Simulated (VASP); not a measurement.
# CdS (I4mm) in VASP: further runs, part 2 of 2

VASP 6.6.1.

### Step 3. Single point, r2SCAN

Contents of POSCAR:

```
CdS
1.0
    0.0000000000      2.7495395470      2.7495395470
    2.7495395470      0.0000000000      2.7495395470
    2.7495395470      2.7495395470      0.0000000000
Cd S
1 1
Direct
   -0.0106154634      0.0106154634      0.0106154634
    0.5372216687      0.4627783313      0.4627783313
```

Contents of INCAR.step1:

```
SYSTEM = CdS
PREC = Accurate
ENCUT = 520
ISMEAR = 0
SIGMA = 0.05
LREAL = .FALSE.
LASPH = .TRUE.
NELM = 100
NBANDS = 16
GGA = PE
ALGO = Normal
EDIFF = 1E-4
LWAVE = .TRUE.
LCHARG = .FALSE.
```

Contents of INCAR.step2:

```
SYSTEM = CdS
PREC = Accurate
ENCUT = 520
EDIFF = 1E-6
ISMEAR = 0
SIGMA = 0.05
LREAL = .FALSE.
LASPH = .TRUE.
NELM = 100
ALGO = Normal
ISIF = 2
LWAVE = .FALSE.
LCHARG = .TRUE.
METAGGA = R2SCAN
LMIXTAU = .TRUE.
LELF = .TRUE.
LVHAR = .TRUE.
NBANDS = 16
ISTART = 1
```

Contents of KPOINTS:

```
Automatic mesh
0
G
  8 8 8
  0 0 0
```

Potentials or basis: VASP PAW PBE potentials, release 64 (Cd, S).

Started as:

```sh
> cat potpaw_PBE.64/Cd/POTCAR potpaw_PBE.64/S/POTCAR > POTCAR
> cp INCAR.step1 INCAR
> mpirun -np 1 vasp_std > vasp.out
> cp INCAR.step2 INCAR
> mpirun -np 1 vasp_std > vasp.out
```

OUTCAR:

```text
SYSTEM = CdS
   PREC = Accurate
   ENCUT = 520
   EDIFF = 1E-6
   ISMEAR = 0
   LREAL = .FALSE.
   LASPH = .TRUE.
   NELM = 100
   ISIF = 2
   METAGGA = R2SCAN
   ISTART = 1

 ion  position               nearest neighbor table
   1  0.989  0.011  0.011-   2 2.49   2 2.76   2 2.76   2 2.76   2 2.76   2 3.01
   2  0.537  0.463  0.463-   1 2.49   1 2.76   1 2.76   1 2.76   1 2.76   1 3.01

  LATTYP: Found a face centered cubic cell.
 ALAT       =     5.4990790940

  Lattice vectors:

 A1 = (   0.0000000000,   2.7495395470,   2.7495395470)
 A2 = (   2.7495395470,   0.0000000000,   2.7495395470)
 A3 = (   2.7495395470,   2.7495395470,   0.0000000000)
[... 627 lines left out ...]
      6      -4.9408      2.00000
[... 8 lines left out ...]
     15      16.7614      0.00000
     16      18.1748      0.00000

 [... further k-points ...]
[... 5 lines left out ...]
  --------------------------------------------------------------------------------------
  -------------------------------------------------------------------------------------
  Total        1.3290849     -0.4664125     -0.4664125     -0.0000000     -0.0000000      0.0000000
  in kB       51.2216292    -17.9750817    -17.9750817     -0.0000000     -0.0000000      0.0000000
  external PRESSURE =       5.0904886 kB  Pullay stress =       0.0000000 kB

 VOLUME and BASIS-vectors are now :
 -----------------------------------------------------------------------------
  energy-cutoff  :      520.00
  volume of cell :       41.57
      direct lattice vectors                 reciprocal lattice vectors
     0.000000000  2.749539547  2.749539547    -0.181848630  0.181848630  0.181848630
     2.749539547  0.000000000  2.749539547     0.181848630 -0.181848630  0.181848630
     2.749539547  2.749539547  0.000000000     0.181848630  0.181848630 -0.181848630

 POSITION                                       TOTAL-FORCE (eV/Angst)
 -----------------------------------------------------------------------------------
      0.05838      2.74954      2.74954        -0.678935      0.000000      0.000000
      2.54485      2.74954      2.74954         0.678935      0.000000      0.000000
 -----------------------------------------------------------------------------------
    total drift:                               -0.000297      0.000001      0.000001

  FREE ENERGIE OF THE ION-ELECTRON SYSTEM (eV)
  ---------------------------------------------------
  free  energy   TOTEN  =       -29.4513964131 eV

  energy  without entropy=      -29.4513964131  energy(sigma->0) =      -29.45139641
```

OSZICAR.step1:

```text
N       E                     dE             d eps       ncg     rms          rms(c)
DAV:   1     0.108173634711E+03    0.10817E+03   -0.93095E+03  1960   0.105E+03
DAV:   2    -0.263511638181E+01   -0.11081E+03   -0.10407E+03  2280   0.258E+02
DAV:   3    -0.638707947154E+01   -0.37520E+01   -0.37450E+01  2376   0.493E+01
DAV:   4    -0.640563101325E+01   -0.18552E-01   -0.18550E-01  2312   0.341E+00
DAV:   5    -0.640581398705E+01   -0.18297E-03   -0.18297E-03  2368   0.327E-01    0.771E+00
DAV:   6    -0.583732813318E+01    0.56849E+00   -0.87919E-01  2528   0.118E+01    0.638E+00
DAV:   7    -0.581156202562E+01    0.25766E-01   -0.19062E-01  2384   0.312E+00    0.326E+00
DAV:   8    -0.581064527686E+01    0.91675E-03   -0.18776E-02  2248   0.169E+00    0.329E-01
DAV:   9    -0.581043421363E+01    0.21106E-03   -0.16040E-03  2384   0.576E-01    0.616E-02
DAV:  10    -0.581047952092E+01   -0.45307E-04   -0.19651E-04  2008   0.143E-01
   1 F= -.58104795E+01 E0= -.58104795E+01  d E =-.146391E-09
```

Run time: 92 s. Hardware: 1 thread of Intel Xeon 6975P-C (Granite Rapids), shared host; peak memory 0.19 GiB.

Results:

* Free energy: -29.4514 eV
* Pressure: 0.5 GPa
* Largest force: 0.679 eV/Å
* Band gap on the k mesh: 0.86 eV, indirect (least direct gap 2.11 eV)

Forces in eV/Å, atoms in the order of the input:
```
Cd  -0.679  0.000  0.000
S    0.679  0.000  0.000
```

Caveat: the PAW data sets were made with another functional, which shifts forces and pressure a little.

### Step 4. Single point, r2SCAN

Contents of POSCAR:

```
CdS
1.0
    0.0000000000      2.7495395470      2.7495395470
    2.7495395470      0.0000000000      2.7495395470
    2.7495395470      2.7495395470      0.0000000000
Cd S
1 1
Direct
   -0.0084923707      0.0084923707      0.0084923707
    0.5297773349      0.4702226651      0.4702226651
```

Contents of INCAR.step1:

```
SYSTEM = CdS
PREC = Accurate
ENCUT = 520
ISMEAR = 0
SIGMA = 0.05
LREAL = .False.
LASPH = .True.
NELM = 60
NBANDS = 16
GGA = PE
ALGO = Normal
EDIFF = 1E-4
LWAVE = .True.
LCHARG = .False.
```

Contents of INCAR.step2:

```
SYSTEM = CdS
PREC = Accurate
ENCUT = 520
EDIFF = 1E-6
ISMEAR = 0
SIGMA = 0.05
LREAL = .False.
LASPH = .True.
NELM = 60
ALGO = Normal
ISIF = 2
LWAVE = .False.
LCHARG = .False.
METAGGA = R2SCAN
LMIXTAU = .True.
NBANDS = 16
ISTART = 1
```

Contents of KPOINTS:

```
regular mesh
0
Gamma
  8 8 8
  0 0 0
```

Started as:

```sh
> cat potpaw_PBE.64/Cd/POTCAR potpaw_PBE.64/S/POTCAR > POTCAR
> cp INCAR.step1 INCAR
> mpirun -np 1 vasp_std > vasp.out
> cp INCAR.step2 INCAR
> mpirun -np 1 vasp_std > vasp.out
```

Run time: 89 s. Hardware: 1 thread of Intel Xeon 6975P-C (Granite Rapids), shared host; peak memory 0.19 GiB.

Results (log left out):

* Free energy: -29.4810 eV
* Pressure: -0.2 GPa
* Largest force: 0.457 eV/Å
* Band gap on the k mesh: 0.82 eV, indirect (least direct gap 2.13 eV)

Forces on the atoms (eV/Å):
```
Cd  -0.457  0.000  0.000
S    0.457  0.000  0.000
```

Stress tensor (GPa, compression positive):
```
 2.66  0.00  0.00
 0.00 -1.70  0.00
 0.00  0.00 -1.70
```

Levels at points of the mesh, in eV from the valence-band top:
```csv
k point,band 6,band 7,band 8,band 9,band 10,band 11,band 12,band 13
"(0.00, 0.00, 0.00)",-7.78,-0.64,-0.63,-0.63,1.50,9.54,9.54,9.68
"(0.50, 0.00, 0.00)",-7.60,-4.78,-0.06,-0.01,4.14,6.53,6.62,7.41
"(0.50, 0.50, 0.00)",-6.85,-4.16,-2.09,-1.99,0.82,6.33,10.63,12.22
"(0.00, 0.50, 0.50)",-6.85,-4.25,-2.08,-2.08,0.85,6.48,10.74,12.13
```

Caveat: the PAW data sets were made with another functional, which shifts forces and pressure a little.

### Step 5. Single point, r2SCAN

This run uses another cell than the first one, of 21.31 Å³/atom, 1.025 times its volume.

Contents of POSCAR:

```
CdS
1.0
    0.0000000000      2.7724455593      2.7724455593
    2.7724455593      0.0000000000      2.7724455593
    2.7724455593      2.7724455593      0.0000000000
Cd S
1 1
Direct
   -0.0106154634      0.0106154634      0.0106154634
    0.5372216687      0.4627783313      0.4627783313
```

Contents of INCAR.step1:

```
SYSTEM = CdS
PREC = Accurate ; ENCUT = 520
ISMEAR = 0 ; SIGMA = 0.05
LREAL = .False. ; LASPH = .True.
NELM = 100 ; NBANDS = 16
GGA = PE ; ALGO = Normal
EDIFF = 1E-4 ; LWAVE = .True.
LCHARG = .False.
```

Contents of INCAR.step2:

```
SYSTEM = CdS
PREC = Accurate ; ENCUT = 520
EDIFF = 1E-7 ; ISMEAR = 0
SIGMA = 0.05 ; LREAL = .False.
LASPH = .True. ; NELM = 100
ALGO = Normal ; ISIF = 2
LWAVE = .False. ; LCHARG = .False.
METAGGA = R2SCAN ; LMIXTAU = .True.
NBANDS = 16 ; ISTART = 1
```

Contents of KPOINTS:

```
Automatic mesh
0
Gamma
  8 8 8
  0 0 0
```

Potentials or basis: VASP PAW PBE potentials, release 64 (Cd, S).

Started as:

```sh
> cat potpaw_PBE.64/Cd/POTCAR potpaw_PBE.64/S/POTCAR > POTCAR
> cp INCAR.step1 INCAR
> mpirun -np 1 vasp_std > vasp.out
> cp INCAR.step2 INCAR
> mpirun -np 1 vasp_std > vasp.out
```

OUTCAR:

```text
SYSTEM = CdS
   PREC = Accurate
   ENCUT = 520
   EDIFF = 1E-7
   ISMEAR = 0
   LREAL = .False.
   LASPH = .True.
   NELM = 100
   ISIF = 2
   METAGGA = R2SCAN
   ISTART = 1

 ion  position               nearest neighbor table
   1  0.989  0.011  0.011-   2 2.51   2 2.79   2 2.79   2 2.79   2 2.79   2 3.04
   2  0.537  0.463  0.463-   1 2.51   1 2.79   1 2.79   1 2.79   1 2.79   1 3.04

  LATTYP: Found a face centered cubic cell.
 ALAT       =     5.5448911186

  Lattice vectors:

 A1 = (   0.0000000000,   2.7724455593,   2.7724455593)
 A2 = (   2.7724455593,   0.0000000000,   2.7724455593)
 A3 = (   2.7724455593,   2.7724455593,   0.0000000000)
[... 627 lines left out ...]
      6      -5.1548      2.00000
[... 8 lines left out ...]
     15      16.4697      0.00000
     16      17.7967      0.00000

 [... further k-points ...]
[... 5 lines left out ...]
  --------------------------------------------------------------------------------------
  -------------------------------------------------------------------------------------
  Total        0.7461190     -0.9255795     -0.9255795     -0.0000000     -0.0000000      0.0000000
  in kB       28.0478530    -34.7940710    -34.7940710     -0.0000000     -0.0000000      0.0000000
  external PRESSURE =     -13.8467630 kB  Pullay stress =       0.0000000 kB

 VOLUME and BASIS-vectors are now :
 -----------------------------------------------------------------------------
  energy-cutoff  :      520.00
  volume of cell :       42.62
      direct lattice vectors                 reciprocal lattice vectors
     0.000000000  2.772445559  2.772445559    -0.180346192  0.180346192  0.180346192
     2.772445559  0.000000000  2.772445559     0.180346192 -0.180346192  0.180346192
     2.772445559  2.772445559  0.000000000     0.180346192  0.180346192 -0.180346192

 POSITION                                       TOTAL-FORCE (eV/Angst)
 -----------------------------------------------------------------------------------
      0.05886      2.77245      2.77245        -0.570906      0.000000      0.000000
      2.56606      2.77245      2.77245         0.570906      0.000000      0.000000
 -----------------------------------------------------------------------------------
    total drift:                               -0.000543      0.000001      0.000001

  FREE ENERGIE OF THE ION-ELECTRON SYSTEM (eV)
  ---------------------------------------------------
  free  energy   TOTEN  =       -29.4486042514 eV

  energy  without entropy=      -29.4486042514  energy(sigma->0) =      -29.44860425
```

It took 1.8 min on 1 thread of Intel Xeon 6975P-C (Granite Rapids), shared host; peak memory 0.19 GiB.

Results:

```
Free energy            : -29.4486 eV
Pressure               : -1.4 GPa
Largest force          : 0.571 eV/Å
Band gap on the k mesh : 0.85 eV, indirect (least direct gap 1.95 eV)
```

Forces on the atoms (eV/Å):
```
Cd  -0.571  0.000  0.000
S    0.571  0.000  0.000
```

Caveat: the PAW data sets were made with another functional, which shifts forces and pressure a little.

### Step 6. Single point, r2SCAN

This run uses another cell than the first one, of 21.31 Å³/atom, 1.025 times its volume.

Contents of POSCAR:

```
CdS
1.0
    0.0000000000      2.7724455593      2.7724455593
    2.7724455593      0.0000000000      2.7724455593
    2.7724455593      2.7724455593      0.0000000000
Cd S
1 1
Direct
   -0.0063692780      0.0063692780      0.0063692780
    0.5223330012      0.4776669988      0.4776669988
```

Contents of INCAR.step1:

```
  ALGO = Normal
  EDIFF = 1E-4
  ENCUT = 520
  GGA = PE
  ISMEAR = 0
  LASPH = T
  LCHARG = F
  LREAL = F
  LWAVE = T
  NBANDS = 16
  NELM = 80
  PREC = Accurate
  SIGMA = 0.05
```

Contents of INCAR.step2:

```
  ALGO = Normal
  EDIFF = 1E-6
  ENCUT = 520
  ISIF = 2
  ISMEAR = 0
  ISTART = 1
  LASPH = T
  LCHARG = F
  LMIXTAU = T
  LREAL = F
  LWAVE = F
  METAGGA = R2SCAN
  NBANDS = 16
  NELM = 80
  PREC = Accurate
  SIGMA = 0.05
```

Contents of KPOINTS:

```
k-points
0
Gamma
  8 8 8
```

Potentials or basis: VASP PAW PBE potentials, release 64 (Cd, S).

Started as:

```sh
> cat potpaw_PBE.64/Cd/POTCAR potpaw_PBE.64/S/POTCAR > POTCAR
> cp INCAR.step1 INCAR
> mpirun -np 1 vasp_std > vasp.out
> cp INCAR.step2 INCAR
> mpirun -np 1 vasp_std > vasp.out
```

Run time: 91 s. Hardware: 1 thread of Intel Xeon 6975P-C (Granite Rapids), shared host; peak memory 0.19 GiB.

It converged, with:

```
Free energy            : -29.4893 eV
Pressure               : -2.6 GPa
Largest force          : 0.234 eV/Å
Band gap on the k mesh : 0.78 eV, indirect (least direct gap 1.98 eV)
```

Forces in eV/Å, atoms in the order of the input:
```
Cd  -0.234  0.000  0.000
S    0.234  0.000  0.000
```

Stress tensor (GPa, compression positive):
```
-1.16  0.00  0.00
 0.00 -3.36  0.00
 0.00  0.00 -3.36
```

Levels at points of the mesh, in eV from the valence-band top:
| k point | band 6 | band 7 | band 8 | band 9 | band 10 | band 11 | band 12 | band 13 |
| --- | --- | --- | --- | --- | --- | --- | --- | --- |
| (0.00, 0.00, 0.00) | -7.75 | -0.62 | -0.62 | -0.62 | 1.37 | 9.60 | 9.60 | 9.69 |
| (0.50, 0.00, 0.00) | -7.58 | -4.66 | -0.04 | -0.01 | 4.12 | 6.52 | 6.56 | 7.18 |
| (0.50, 0.50, 0.00) | -6.88 | -4.00 | -2.00 | -1.94 | 0.78 | 6.41 | 10.44 | 11.96 |
| (0.00, 0.50, 0.50) | -6.88 | -4.06 | -1.99 | -1.99 | 0.79 | 6.50 | 10.50 | 11.90 |

Caveat: the PAW data sets were made with another functional, which shifts forces and pressure a little. A k mesh can miss the band edges.
